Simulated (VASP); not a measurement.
# Re in VASP: single point with HSE06

Aim: the single point of Re with HSE06.

Program: VASP 6.6.1. These are calculated values, not measurements. Logs are shortened: lines on timing, memory, paths and dates and some standing lists are left out, and cuts for length are marked.

**1. The cell of the first run**

The cell holds a single atom in a box, 1 atom: a = 14.000 Å, b = 14.400 Å, c = 14.800 Å, α = 90.00°, β = 90.00°, γ = 90.00°.

**2. Single point, HSE06, collinear spin**

POSCAR reads:

```
Re
1.0
   14.0000000000      0.0000000000      0.0000000000
    0.0000000000     14.4000000000      0.0000000000
    0.0000000000      0.0000000000     14.8000000000
Re
1
Direct
    0.5000000000      0.5000000000      0.5000000000
```

INCAR.step1 reads:

```
ALGO = Normal
EDIFF = 1E-5
ENCUT = 520
GGA = PE
ISIF = 2
ISMEAR = -1
ISPIN = 2
ISYM = 0
LASPH = True
LCHARG = False
LMAXMIX = 4
LORBIT = 11
LREAL = False
LWAVE = True
MAGMOM = 5
NBANDS = 14
NELM = 150
PREC = Accurate
SIGMA = 0.01
```

INCAR.step2 reads:

```
ALGO = Normal
EDIFF = 1E-7
ENCUT = 520
GGA = PE
HFSCREEN = 0.2079
ISIF = 2
ISMEAR = -1
ISPIN = 2
ISTART = 1
ISYM = 0
LASPH = True
LCHARG = False
LHFCALC = True
LMAXMIX = 4
LORBIT = 11
LREAL = False
LWAVE = False
MAGMOM = 5
NBANDS = 14
NELM = 150
PREC = Accurate
PRECFOCK = Normal
SIGMA = 0.01
```

KPOINTS reads:

```
k-points
0
Gamma
  1 1 1
```

Potentials or basis: VASP PAW PBE potentials, release 64 (Re).

Run with:

```
cat potpaw_PBE.64/Re/POTCAR > POTCAR
cp INCAR.step1 INCAR
mpirun -np 1 vasp_gam > vasp.out
cp INCAR.step2 INCAR
mpirun -np 1 vasp_gam > vasp.out
```

OUTCAR:

```text
EDIFF = 1E-7
   ENCUT = 520
   GGA = PE
   HFSCREEN = 0.2079
   ISIF = 2
   ISMEAR = -1
   ISPIN = 2
   ISTART = 1
   ISYM = 0
   LASPH = True
   LHFCALC = True
   LORBIT = 11
   LREAL = False
   NELM = 150
   PREC = Accurate
   PRECFOCK = Normal

 ion  position               nearest neighbor table
   1  0.500  0.500  0.500-

IMPORTANT INFORMATION: All symmetrisations will be switched off!
NOSYMM: (Re-)initialisation of all symmetry stuff for point group C_1.

----------------------------------------------------------------------------------------

                                     Primitive cell

  volume of cell :    2983.6800

  direct lattice vectors                    reciprocal lattice vectors
    14.000000000  0.000000000  0.000000000     0.071428571  0.000000000  0.000000000
     0.000000000 14.400000000  0.000000000     0.000000000  0.069444444  0.000000000
     0.000000000  0.000000000 14.800000000     0.000000000  0.000000000  0.067567568

  length of vectors
    14.000000000 14.400000000 14.800000000     0.071428571  0.069444444  0.067567568

  position of ions in fractional coordinates (direct lattice)
     0.500000000  0.500000000  0.500000000

  ion indices of the primitive-cell ions
   primitive index   ion index
                 1           1

----------------------------------------------------------------------------------------

 KPOINTS: k-points

Automatic generation of k-mesh.
 Grid dimensions read from file:
 generate k-points for:    1    1    1

 Generating k-lattice:

  Cartesian coordinates                     Fractional coordinates (reciprocal lattice)
     0.071428571  0.000000000  0.000000000     1.000000000  0.000000000  0.000000000
     0.000000000  0.069444444  0.000000000     0.000000000  1.000000000  0.000000000
     0.000000000  0.000000000  0.067567568     0.000000000  0.000000000  1.000000000

  Length of vectors
     0.071428571  0.069444444  0.067567568

  Shift w.r.t. Gamma in fractional coordinates (k-lattice)
     0.000000000  0.000000000  0.000000000

 Subroutine IBZKPT returns following result:
 ===========================================

 Found      1 irreducible k-points:

 Following reciprocal coordinates:
            Coordinates               Weight
  0.000000  0.000000  0.000000      1.000000
   k-points           NKPTS =      1   k-points in BZ     NKDIM =      1   number of bands    NBANDS=     14
   number of dos      NEDOS =    301   number of ions     NIONS =      1
   total plane-waves  NPLWV = ******
   dimension x,y,z NGX =   108 NGY =  108 NGZ =  112
   dimension x,y,z NGXF=   216 NGYF=  216 NGZF=  224
   ions per type =               1
   NGX,Y,Z   is equivalent  to a cutoff of  12.82, 12.47, 12.58 a.u.
   NGXF,Y,Z  is equivalent  to a cutoff of  25.65, 24.94, 25.16 a.u.
 SYSTEM =  unknown system
   PREC   = accura    normal or accurate (medium, high low for compatibility)
   ISTART =      1    job   : 0-new  1-cont  2-samecut
   ICHARG =      0    charge: 1-file 2-atom 10-const
   ISPIN  =      2    spin polarized calculation?
   LNONCOLLINEAR =      F non collinear calculations
   LSORBIT =      F    spin-orbit coupling
   LASPH  =      T    aspherical Exc in radial PAW
   ENCUT  =  520.0 eV  38.22 Ry    6.18 a.u.  26.03 26.77 27.52*2*pi/ulx,y,z
   NELM   =    150;   NELMIN=  2; NELMDL=  0     # of ELM steps
   EDIFF  = 0.1E-06   stopping-criterion for ELM
   LREAL  =      F    real-space projection
   EDIFFG = 0.1E-05   stopping-criterion for IOM
   NSW    =      0    number of steps for IOM
   IBRION =     -1    ionic relax: 0-MD 1-quasi-New 2-CG
   NFREE  =      0    steps in history (QN), initial steepest desc. (CG)
   ISIF   =      2    stress and relaxation
   ISYM   =      0    0-nonsym 1-usesym 2-fastsym
   POTIM  = 0.5000    time-step for ionic-motion
   TEBEG  =    0.0;   TEEND  =   0.0 temperature during run
   PSTRESS=    0.0 pullay stress
   NELECT =       7.0000    total number of electrons
   NUPDOWN=      -1.0000    fix difference up-down
   EMIN   =  10.00;   EMAX   =-10.00  energy-range for DOS
   EFERMI =   0.00;   METHOD = LEGACY
   ISMEAR =    -1;   SIGMA  =   0.01  broadening in eV -4-tet -1-fermi 0-gaus
   EFERMI_NEDOS =   21; number of points for ismear=-14 and -15
   IALGO  =     38    algorithm
   IMIX   =      1    mixing-type and parameters
     AMIX     =   0.40;   BMIX     =  1.00
     AMIX_MAG =   1.60;   BMIX_MAG =  1.00
  volume/ion in A,a.u.               =    2983.68     20134.87
  Fermi-wavevector in a.u.,A,eV,Ry     =   0.217532  0.411076  0.643831  0.047320
  Thomas-Fermi vector in A             =   0.994525
   LORBIT       =     11    0 simple, 1 ext, 2 COOP (PROOUT), +10 PAW based schemes
   GGA     = PE    functional components
   LHFCALC =     T    Hartree Fock is set to
   PRECFOCK=normal    Normal, Fast or Accurate (Low or Medium for compatibility)
   ENCUT4O =  -1.0   cutoff for four orbital integrals eV
   NKREDX  =     1    reduce k-point grid by
   NKREDY  =     1    reduce k-point grid by
   NKREDZ  =     1    reduce k-point grid by
   AEXX    =    0.2500 exact exchange contribution
   HFSCREEN=    0.2079 screening length (either q_TF or 0.3 A-1)
   HFSCREENC=   0.2079 screening length for correlation (either q_TF or 0.3 A-1)
   ENCUTFOCK=  -1.0 apply spherical cutoff to Coloumb kernel
   IVDW    =     0    specifies the selected vdW correction
   LEPSILON=     F    determine dielectric tensor
   LRPA    =     F    only Hartree local field effects (RPA)
 spin polarized calculation
  energy-cutoff  :      520.00
  volume of cell :     2983.68
 maximum number of plane-waves:     40220
 NGX is ok and might be reduce to   108
  NGX = 80; NGY = 84; NGZ = 84

 number of electron       7.0000000 magnetization       5.0000000

 Free energy of the ion-electron system (eV)
  ---------------------------------------------------
  ext. energy  EPLUGINS =         0.00000000
  ---------------------------------------------------
  free energy    TOTEN  =        -7.60553593 eV

  energy without entropy =       -7.60553593  energy(sigma->0) =       -7.60553593

 E-fermi :  -4.6796     XC(G=0):  -0.3813

 val. band max:       -4.9295741095   @ k =   0.0000   0.0000   0.0000
 cond. band min:      -2.2211747078   @ k =   0.0000   0.0000   0.0000
 fundamental gap:      2.7083994017
 Fermi energy:        -4.6796065562

 spin component 1

 k-point     1 :       0.0000    0.0000    0.0000
  band No.  band energies     occupation
      1      -7.5182      1.00000
      2      -7.5182      1.00000
      3      -7.5182      1.00000
      4      -7.5182      1.00000
      5      -7.5182      1.00000
      6      -6.8398      1.00000
      7      -1.2368      0.00000
      8      -1.2360      0.00000
      9      -1.2349      0.00000
     10      -0.0868      0.00000
     11       0.6127      0.00000
     12       0.6478      0.00000
     13       0.6932      0.00000
     14       0.7545      0.00000
 Fermi energy:        -4.6796065562

 spin component 2

 k-point     1 :       0.0000    0.0000    0.0000
  band No.  band energies     occupation
      1      -4.9296      1.00000
      2      -2.2212      0.00000
      3      -2.2211      0.00000
      4      -2.2211      0.00000
      5      -2.2210      0.00000
      6      -2.2210      0.00000
      7      -0.6597      0.00000
      8      -0.6568      0.00000
      9      -0.6531      0.00000
     10      -0.1185      0.00000
     11       0.5618      0.00000
     12       0.5913      0.00000
     13       0.7004      0.00000
     14       0.7733      0.00000

------------------------ aborting loop because EDIFF is reached ----------------------------------------

  FORCE on cell =-STRESS in cart. coord.  units (eV):
  Direction    XX          YY          ZZ          XY          YZ          ZX
  --------------------------------------------------------------------------------------
  -------------------------------------------------------------------------------------
  Total       -0.0084665     -0.0080854     -0.0074878     -0.0000000      0.0000000     -0.0000000
  in kB       -0.0045464     -0.0043417     -0.0040208     -0.0000000      0.0000000     -0.0000000
  external PRESSURE =      -0.0043030 kB  Pullay stress =       0.0000000 kB

 VOLUME and BASIS-vectors are now :
 -----------------------------------------------------------------------------
  energy-cutoff  :      520.00
  volume of cell :     2983.68
      direct lattice vectors                 reciprocal lattice vectors
    14.000000000  0.000000000  0.000000000     0.071428571  0.000000000  0.000000000
     0.000000000 14.400000000  0.000000000     0.000000000  0.069444444  0.000000000
     0.000000000  0.000000000 14.800000000     0.000000000  0.000000000  0.067567568

 POSITION                                       TOTAL-FORCE (eV/Angst)
 -----------------------------------------------------------------------------------
      7.00000      7.20000      7.40000         0.000001      0.000004     -0.000002
 -----------------------------------------------------------------------------------
    total drift:                                0.000001      0.000004     -0.000002

  FREE ENERGIE OF THE ION-ELECTRON SYSTEM (eV)
  ---------------------------------------------------
  free  energy   TOTEN  =        -7.6055359295 eV

  energy  without entropy=       -7.6055359295  energy(sigma->0) =       -7.60553593

 total charge

# of ion       s       p       d       tot
------------------------------------------
    1        0.819   0.000   4.633   5.452

 magnetization (x)

# of ion       s       p       d       tot
------------------------------------------
    1        0.088   0.000   4.633   4.721
```

Run time: 28 min. Hardware: 1 thread of Intel Xeon Platinum 8488C (Sapphire Rapids), shared host; peak memory 2.9 GiB.

What came out:

```
Free energy                                           : -7.6055 eV
Pressure                                              : 0.0 GPa
Band gap on the k mesh                                : 2.71 eV
Net moment                                            : 5.00 μB per cell
Site moments                                          : Re +4.72 μB
Valence electrons inside the program's atomic spheres : Re 5.45
```

Caveat: the PAW data sets were made with another functional, which shifts forces and pressure a little; spin-orbit coupling is left out, which moves the levels of the heavy elements.
